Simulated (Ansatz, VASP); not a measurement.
**Two plane-wave programs on WS2**

```
CELL_PARAMETERS angstrom
3.27000 0.00000 0.00000
0.00000 12.30900 0.00000
-0.15165 0.00000 5.71499
ATOMIC_POSITIONS crystal
W 0.94800 0.51800 0.60400
W 0.05200 0.01800 0.39600
W 0.55400 0.04000 0.99800
W 0.44600 0.54000 0.00200
S 0.91800 0.67200 0.87000
S 0.08200 0.17200 0.13000
S 0.45400 0.16000 0.64100
S 0.54600 0.66000 0.35900
S 0.45800 0.88700 0.23400
S 0.54200 0.38700 0.76600
S 0.95300 0.43100 0.21500
S 0.04700 0.93100 0.78500
```

Alike in both runs: task single point; functional PBE; dispersion D3(BJ); k mesh 6 × 2 × 4; occupations gaussian, width 0.1 eV; no spin polarisation.

|  | VASP | Ansatz |
| --- | --- | --- |
| version | VASP 6.6.1 | Ansatz 0.2.0 |
| potentials or method | VASP PAW PBE potentials, release 64 (W_sv, S), cutoff 520 eV | scalar-relativistic, plane waves, PAW |
| valence electrons in the cell | 104 | 104 |

Ansatz gave:

```
gap on the k mesh at the Fermi level (eV)                     : none
pressure (GPa)                                                : -4.4
traceless stress, the component that is largest in VASP (GPa) : -2.80
rms of the force components (eV/Å)                            : 1.003
```

Problem. Which values does VASP return?

Solution. gap on the k mesh at the Fermi level (eV): none; pressure (GPa): -4.4; traceless stress, the component that is largest in VASP (GPa): -2.84; rms of the force components (eV/Å): 1.005.

Atom by atom the forces differ by 0.005 eV/Å (rms over components). A gap of «none» marks a metal or a gap that the smearing closes.

Neither program's run includes spin-orbit coupling.
